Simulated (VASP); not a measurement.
Input of a VASP 6.6.1 run:

File INCAR:

```
SYSTEM = Mg
  ALGO = Normal
  DIPOL = 0.5 0.5 0.500
  EDIFF = 1E-7
  ENCUT = 520
  GGA = PE
  IDIPOL = 3
  ISIF = 2
  ISMEAR = 0
  IVDW = 12
  LASPH = .True.
  LCHARG = .False.
  LDIPOL = .True.
  LREAL = Auto
  LWAVE = .False.
  NBANDS = 30
  NELM = 80
  PREC = Accurate
  SIGMA = 0.1
```

KPOINTS

```
k-points
0
Gamma
  4 4 1
  0 0 0
```

Contents of POSCAR:

```
Mg
1.0
    6.2975027379      0.0000000000      0.0000000000
   -3.1487513689      5.4537973514      0.0000000000
    0.0000000000      0.0000000000     23.5818793496
Mg
16
Direct
    0.3333333333      0.1666666667      0.3392435302
    0.3333333333      0.6666666667      0.3392435302
    0.8333333333      0.1666666667      0.3392435302
    0.8333333333      0.6666666667      0.3392435302
    0.1666666667      0.3333333333      0.4464145101
    0.1666666667      0.8333333333      0.4464145101
    0.6666666667      0.3333333333      0.4464145101
    0.6666666667      0.8333333333      0.4464145101
    0.3333333333      0.1666666667      0.5531015988
    0.3333333333      0.6666666667      0.5531015988
    0.8333333333      0.1666666667      0.5531015988
    0.8333333333      0.6666666667      0.5531015988
    0.1666666667      0.3333333333      0.6610853899
    0.1666666667      0.8333333333      0.6610853899
    0.6666666667      0.3333333333      0.6610853899
    0.6666666667      0.8333333333      0.6610853899
```

Potentials or basis: VASP PAW PBE potentials, release 64 (Mg).

Command:

```sh
$ cat potpaw_PBE.64/Mg/POTCAR > POTCAR
$ mpirun -np 1 vasp_std > vasp.out
```

Q: What does it give for the largest force?

A: 0.034 eV/Å.

Q: What does it give for the dispersion energy per atom?

A: -0.233 eV.

Forces in eV/Å, atoms in the order of the input:
```
Mg   0.000  0.000 -0.034
Mg   0.000  0.000 -0.034
Mg   0.000  0.000 -0.034
Mg   0.000  0.000 -0.034
Mg   0.000  0.000  0.034
Mg   0.000  0.000  0.034
Mg   0.000  0.000  0.034
Mg   0.000  0.000  0.034
Mg   0.000  0.000 -0.004
Mg   0.000  0.000 -0.004
Mg   0.000  0.000 -0.004
Mg   0.000  0.000 -0.004
Mg   0.000  0.000  0.004
Mg   0.000  0.000  0.004
Mg   0.000  0.000  0.004
Mg   0.000  0.000  0.004
```
